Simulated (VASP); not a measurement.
## PtSe2: single point with PBE

Crystal: PtSe2.

```
Pt Se
1.0
     3.57205    0.00000    0.00000
    -1.78602    3.09348    0.00000
     0.00000    0.00000    5.83353
Pt Se
1 2
Direct
  0.00000 0.00000 0.00000
  0.33333 0.66667 0.23798
  0.66667 0.33333 0.76202
```

This cell differs from its parent crystal: epitaxial xy strain -4.2%.

```yaml
Program: VASP 6.6.1
Task: single point
Functional: PBE
Potentials_or_basis: VASP PAW PBE potentials, release 64 (Pt, Se)
Cutoff: 520 eV
k_mesh: 12 × 12 × 6
Occupations: fermi-dirac, width 0.02 eV
Spin: no spin polarisation
Dipole_correction: no
Further_INCAR_settings: ALGO = Normal; EDIFF = 1e-06; NBANDS = 18
```

| Quantity | Value |
| --- | --- |
| Pressure | 8.4 GPa |
| Largest force | 0.204 eV/Å |
| Band gap on the k mesh | 0.48 eV (least direct gap 0.71 eV) |

Forces on the atoms (eV/Å):
```
Pt   0.000  0.000  0.000
Se   0.000  0.000  0.204
Se   0.000  0.000 -0.204
```

Stress tensor (GPa, compression positive):
```
11.00  0.00  0.00
 0.00 11.00  0.00
 0.00  0.00  3.21
```

Levels at points of the mesh, in eV from the valence-band top:
| k point | band 9 | band 10 | band 11 | band 12 | band 13 | band 14 |
| --- | --- | --- | --- | --- | --- | --- |
| (0.00, 0.00, 0.00) | -0.23 | -0.23 | -0.03 | 2.43 | 2.43 | 4.73 |
| (0.50, 0.00, 0.00) | -2.78 | -2.31 | -2.26 | 1.46 | 2.55 | 5.04 |
| (0.00, 0.00, 0.50) | -1.60 | -0.39 | -0.39 | 2.76 | 2.76 | 5.38 |
| (0.50, 0.00, 0.50) | -2.39 | -1.98 | -1.60 | 1.93 | 2.35 | 4.15 |

It took 69 s on 1 thread of AMD EPYC 9R45 96-Core Processor (Zen 5) (shared host), peak memory 0.23 GiB.

Caveat: the cell differs from its parent crystal (epitaxial xy strain -4.2%); the cell stands under pressure; spin-orbit coupling is left out, which moves the levels of the heavy elements; this functional lacks dispersion, which binds the layers, so the pressure and a relaxed spacing across them are unreliable. A k mesh can miss the band edges.
